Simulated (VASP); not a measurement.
A run of VASP 6.6.1 is set up as follows.

File INCAR:

```
PREC = Accurate
ENCUT = 520
EDIFF = 1E-7
ISMEAR = -1
SIGMA = 0.05
LREAL = F
LASPH = T
NELM = 80
ALGO = Normal
ISIF = 2
LWAVE = F
LCHARG = T
GGA = B5
ALDAX = 1.0
AGGAX = 1.0
AGGAC = 1.0
ALDAC = 0.0
IVDW = 13
VDW_S6 = 1.0
VDW_S8 = 2.34076671
VDW_A1 = 0.44488865
VDW_A2 = 4.0933009
LELF = T
LVHAR = T
NBANDS = 12
```

File KPOINTS:

```
regular mesh
0
Gamma
  11 11 11
```

The input POSCAR:

```
Ag
1.0
    0.0000000000      2.0554851084      2.0554851084
    2.0554851084      0.0000000000      2.0554851084
    2.0554851084      2.0554851084      0.0000000000
Ag
1
Direct
    0.0000000000      0.0000000000      0.0000000000
```

Potentials or basis: VASP PAW PBE potentials, release 64 (Ag).

Run with:

```bash
$ cat potpaw_PBE.64/Ag/POTCAR > POTCAR
$ mpirun -np 1 vasp_std > vasp.out
```

Task: Predict the dispersion energy per atom.

Result: -1.073 eV.

Task: What does it give for the pressure?

Result: 0.1 GPa.

Caveat: the PAW data sets were made with another functional, which shifts forces and pressure a little; pairwise dispersion overbinds metals, which lowers pressure and volume.
